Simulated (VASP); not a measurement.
# BeTlCl3 (Pm-3m) in VASP: elastic constants with PBE

Aim: the elastic constants of BeTlCl3 with PBE.

All numbers are computed with VASP 6.6.1; they aren't measurements. Logs are shortened: lines on timing, memory, paths and dates and some standing lists are left out, and cuts for length are marked.

## (1) The cell of the first run

The structure is cubic, space group Pm-3m (No. 221). Conventional cell: a = 4.713 Å, b = 4.713 Å, c = 4.713 Å, α = 90.00°, β = 90.00°, γ = 90.00°. Tl (site symmetry m-3m) has 12 Cl at 3.33 Å and 8 Be at 4.08 Å within 4.4 Å. Be (site symmetry m-3m) has 6 Cl at 2.36 Å within 3.1 Å. Cl (site symmetry 4/mmm) has 2 Be at 2.36 Å within 3.1 Å.

## (2) Elastic constants, PBE

Contents of INCAR:

```
ALGO = Normal ; EDIFF = 1E-8
ENCUT = 600 ; GGA = PE
IBRION = 6 ; ISIF = 3
ISMEAR = 0 ; LASPH = T
LCHARG = T ; LREAL = F
LWAVE = F ; NELM = 100
NFREE = 2 ; NSW = 1
POTIM = 0.015 ; PREC = Accurate
SIGMA = 0.01
```

Contents of KPOINTS:

```
k-points
0
Gamma
  6 6 6
```

Contents of POSCAR:

```
BeTlCl3
1.0
    4.7134000000      0.0000000000      0.0000000000
    0.0000000000      4.7134000000      0.0000000000
    0.0000000000      0.0000000000      4.7134000000
Tl Be Cl
1 1 3
Direct
    0.0000000000      0.0000000000      0.0000000000
    0.5000000000      0.5000000000      0.5000000000
    0.5000000000      0.5000000000      0.0000000000
    0.5000000000      0.0000000000      0.5000000000
    0.0000000000      0.5000000000      0.5000000000
```

Potentials or basis: VASP PAW PBE potentials, release 64 (Tl_d, Be, Cl).

Run with:

```bash
$ cat potpaw_PBE.64/Tl_d/POTCAR potpaw_PBE.64/Be/POTCAR potpaw_PBE.64/Cl/POTCAR > POTCAR
$ mpirun -np 1 vasp_std > vasp.out
```

OUTCAR:

```text
EDIFF = 1E-8
   ENCUT = 600
   GGA = PE
   IBRION = 6
   ISIF = 3
   ISMEAR = 0
   LASPH = T
   LREAL = F
   NELM = 100
   NFREE = 2
   NSW = 1
   POTIM = 0.015
   PREC = Accurate

 ion  position               nearest neighbor table
   1  0.000  0.000  0.000-   3 3.33   4 3.33   5 3.33   4 3.33   5 3.33   3 3.33   5 3.33   5 3.33
                             3 3.33   4 3.33   4 3.33   3 3.33
   2  0.500  0.500  0.500-   3 2.36   4 2.36   5 2.36   3 2.36   4 2.36   5 2.36
   3  0.500  0.500  0.000-   2 2.36   2 2.36   1 3.33   1 3.33   1 3.33   1 3.33
   4  0.500  0.000  0.500-   2 2.36   2 2.36   1 3.33   1 3.33   1 3.33   1 3.33
   5  0.000  0.500  0.500-   2 2.36   2 2.36   1 3.33   1 3.33   1 3.33   1 3.33

  LATTYP: Found a simple cubic cell.
 ALAT       =     4.7134000000

  Lattice vectors:

 A1 = (   4.7134000000,   0.0000000000,   0.0000000000)
 A2 = (   0.0000000000,   4.7134000000,   0.0000000000)
 A3 = (   0.0000000000,   0.0000000000,   4.7134000000)

Analysis of symmetry for initial positions (statically):
=====================================================================
 Subroutine PRICEL returns:
 Original cell was already a primitive cell.

 Routine SETGRP: Setting up the symmetry group for a
 simple cubic supercell.

 Subroutine GETGRP returns: Found 48 space group operations
 (whereof 48 operations were pure point group operations)
 out of a pool of 48 trial point group operations.

The static configuration has the point symmetry O_h .

Analysis of symmetry for dynamics (positions and initial velocities):
=====================================================================
 Subroutine PRICEL returns:
 Original cell was already a primitive cell.

 Routine SETGRP: Setting up the symmetry group for a
 simple cubic supercell.

 Subroutine GETGRP returns: Found 48 space group operations
 (whereof 48 operations were pure point group operations)
 out of a pool of 48 trial point group operations.

The dynamic configuration has the point symmetry O_h .

 Subroutine INISYM returns: Found 48 space group operations
 (whereof 48 operations are pure point group operations),
 and found     1 'primitive' translations

----------------------------------------------------------------------------------------

                                     Primitive cell

  volume of cell :     104.7136

  direct lattice vectors                    reciprocal lattice vectors
     4.713400000  0.000000000  0.000000000     0.212161073  0.000000000  0.000000000
     0.000000000  4.713400000  0.000000000     0.000000000  0.212161073  0.000000000
     0.000000000  0.000000000  4.713400000     0.000000000  0.000000000  0.212161073

  length of vectors
     4.713400000  4.713400000  4.713400000     0.212161073  0.212161073  0.212161073

  position of ions in fractional coordinates (direct lattice)
     0.000000000  0.000000000  0.000000000
     0.500000000  0.500000000  0.500000000
     0.500000000  0.500000000  0.000000000
     0.500000000  0.000000000  0.500000000
     0.000000000  0.500000000  0.500000000

  ion indices of the primitive-cell ions
   primitive index   ion index
                 1           1
                 2           2
                 3           3
                 4           4
                 5           5
[... 112 lines left out ...]
  ---------------------------------------------------
  ext. energy  EPLUGINS =         0.00000000
  ---------------------------------------------------
  free energy    TOTEN  =       -16.29359986 eV

  energy without entropy =      -16.29359986  energy(sigma->0) =      -16.29359986

------------------------ aborting loop because EDIFF is reached ----------------------------------------

  FORCE on cell =-STRESS in cart. coord.  units (eV):
  Direction    XX          YY          ZZ          XY          YZ          ZX
  --------------------------------------------------------------------------------------
  -------------------------------------------------------------------------------------
  Total       -0.0833247     -0.0833247     -0.0833247      0.0000000      0.0000000      0.0000000
  in kB       -1.2749161     -1.2749161     -1.2749161      0.0000000      0.0000000      0.0000000
  external PRESSURE =      -1.2749161 kB  Pullay stress =       0.0000000 kB
[... 98 lines left out ...]
  FREE ENERGIE OF THE ION-ELECTRON SYSTEM (eV)
  ---------------------------------------------------
  free  energy   TOTEN  =       -16.2907263401 eV

  energy  without entropy=      -16.2907263401  energy(sigma->0) =      -16.29072634

[... ionic steps 4 to 18 ...]

--------------------------------------- Ionic step       19  -------------------------------------------

 number of electron      36.0000001 magnetization

------------------------ aborting loop because EDIFF is reached ----------------------------------------
[... 73 lines left out ...]
--------------------------------------- Ionic step       21  -------------------------------------------

 number of electron      36.0000001 magnetization

 Free energy of the ion-electron system (eV)
  ---------------------------------------------------
  ext. energy  EPLUGINS =         0.00000000
  ---------------------------------------------------
  free energy    TOTEN  =       -16.29351454 eV

  energy without entropy =      -16.29351454  energy(sigma->0) =      -16.29351454

 E-fermi :   2.6237     XC(G=0):  -9.4479

 val. band max:        2.5595862139   @ k =   0.0000   0.0000   0.5000
 cond. band min:       4.9535214609   @ k =   0.0000   0.0000   0.0000
 fundamental gap:      2.3939352469
 Fermi energy:         2.6236611458

 k-point     1 :       0.0000    0.0000    0.0000
  band No.  band energies     occupation
      1     -12.0479      2.00000
      2     -10.6381      2.00000
      3     -10.6380      2.00000
      4      -6.2405      2.00000
      5      -6.2405      2.00000
      6      -6.2405      2.00000
[... 589 lines left out ...]
     21       9.1714      0.00000
     22       9.2281      0.00000

 [... further k-points ...]
[... 5 lines left out ...]
  --------------------------------------------------------------------------------------
  -------------------------------------------------------------------------------------
  Total       -0.0818957     -0.0818957     -0.0793008      0.0000000      0.0000000      0.0000000
  in kB       -1.2530515     -1.2530515     -1.2133484      0.0000000      0.0000000      0.0000000
  external PRESSURE =      -1.2398171 kB  Pullay stress =       0.0000000 kB
[... 20 lines left out ...]
  FREE ENERGIE OF THE ION-ELECTRON SYSTEM (eV)
  ---------------------------------------------------
  free  energy   TOTEN  =       -16.2935145431 eV

  energy  without entropy=      -16.2935145431  energy(sigma->0) =      -16.29351454

 INTERNAL STRAIN TENSORS FROM STRAINED CELLS
 ============================================

 INTERNAL STRAIN TENSOR FOR ION    1 for displacements in x,y,z  (eV/Angst):
          X           Y           Z          XY          YZ          ZX
  --------------------------------------------------------------------------------
  x     0.00000     0.00000     0.00000     0.00000     0.00000     0.00000
  y     0.00000     0.00000     0.00000     0.00000     0.00000     0.00000
  z     0.00000     0.00000     0.00000     0.00000     0.00000     0.00000

 INTERNAL STRAIN TENSORS FROM DISPLACED ATOMS
 ============================================

 INTERNAL STRAIN TENSOR FOR ION    1 for displacements in x,y,z  (eV/Angst):
          X           Y           Z          XY          YZ          ZX
  --------------------------------------------------------------------------------
  x     0.00000     0.00000     0.00000     0.00000     0.00000     0.00000
  y     0.00000     0.00000     0.00000     0.00000     0.00000     0.00000
  z     0.00000     0.00000     0.00000     0.00000     0.00000     0.00000

 INTERNAL STRAIN TENSOR FOR ION    5 for displacements in x,y,z  (eV/Angst):
          X           Y           Z          XY          YZ          ZX
  --------------------------------------------------------------------------------
  x     0.00000     0.00000     0.00000     0.00000     0.00000     0.00000
  y     0.00000     0.00000     0.00000     0.00000     0.00000     0.00000
  z     0.00000     0.00000     0.00000     0.00000     0.00000     0.00000

 Eigenvectors and eigenvalues of the dynamical matrix
 ----------------------------------------------------

   1 f  =    6.249022 THz    39.263762 2PiTHz  208.444933 cm-1    25.843866 meV
             X         Y         Z           dx          dy          dz
      0.000000  0.000000  0.000000     0.015144    0.016218    0.000071
      2.356700  2.356700  2.356700     0.169619    0.181640    0.000801
      2.356700  2.356700  0.000000    -0.308858   -0.330745    0.002341
      2.356700  0.000000  2.356700    -0.308858    0.531163   -0.001458
      0.000000  2.356700  2.356700     0.496013   -0.330745   -0.001458
[... 105 lines left out ...]
  15 f/i=   10.601226 THz    66.609468 2PiTHz  353.618839 cm-1    43.843129 meV
             X         Y         Z           dx          dy          dz
      0.000000  0.000000  0.000000     0.005837   -0.005139    0.000000
      2.356700  2.356700  2.356700     0.692054   -0.609303    0.000000
      2.356700  2.356700  0.000000    -0.038839    0.034195   -0.000000
      2.356700  0.000000  2.356700    -0.038839    0.251103   -0.000000
      0.000000  2.356700  2.356700    -0.285206    0.034195   -0.000000

--------------------------------------------------------------------------------------------------------

 ELASTIC MODULI CONTR FROM IONIC RELAXATION (kBar)
 Direction    XX          YY          ZZ          XY          YZ          ZX
 --------------------------------------------------------------------------------
 XX           0.0000      0.0000      0.0000      0.0000      0.0000      0.0000
 YY           0.0000      0.0000      0.0000      0.0000      0.0000      0.0000
 ZZ           0.0000      0.0000      0.0000      0.0000      0.0000      0.0000
 XY           0.0000      0.0000      0.0000      0.0000      0.0000      0.0000
 YZ           0.0000      0.0000      0.0000      0.0000      0.0000      0.0000
 ZX           0.0000      0.0000      0.0000      0.0000      0.0000      0.0000
 --------------------------------------------------------------------------------

 TOTAL ELASTIC MODULI (kBar)
 Direction    XX          YY          ZZ          XY          YZ          ZX
 --------------------------------------------------------------------------------
 XX         537.7344    379.8222    379.8222      0.0000      0.0000      0.0000
 YY         379.8222    537.7344    379.8222     -0.0000     -0.0000      0.0000
 ZZ         379.8222    379.8222    537.7344      0.0000     -0.0000      0.0000
 XY           0.0000     -0.0000      0.0000    378.8305      0.0000      0.0000
 YZ           0.0000     -0.0000     -0.0000      0.0000    378.8305      0.0000
 ZX           0.0000      0.0000      0.0000      0.0000      0.0000    378.8305
 --------------------------------------------------------------------------------
```

It took 14 min on 1 thread of Intel Xeon 6975P-C (Granite Rapids), shared host; peak memory 0.49 GiB.

Results:

| Property | Result |
| --- | --- |
| Elastic constants C11, C12, C44 | 54, 38, 38 GPa |
| Voigt bulk modulus | 43 GPa |
| Highest phonon frequency at Γ, LO-TO splitting left out | 208 cm⁻¹ |
| Most unstable mode | 354i cm⁻¹ |

Phonon frequencies in cm⁻¹ (negative: imaginary):
```tsv
q point	frequencies
(0.000, 0.000, 0.000)	-354 -354 -354 0 0 0 64 64 64 136 136 136 208 208 208
```

Elastic tensor in Voigt notation (GPa, in the Cartesian axes of the cell as first typed):
```
54 38 38  0  0  0
38 54 38  0  0  0
38 38 54  0  0  0
 0  0  0 38  0  0
 0  0  0  0 38  0
 0  0  0  0  0 38
```

Clamped-ion elastic tensor (GPa):
```
54 38 38  0  0  0
38 54 38  0  0  0
38 38 54  0  0  0
 0  0  0 38  0  0
 0  0  0  0 38  0
 0  0  0  0  0 38
```

Caveat: some modes are imaginary; spin-orbit coupling is left out, which moves the levels of the heavy elements.
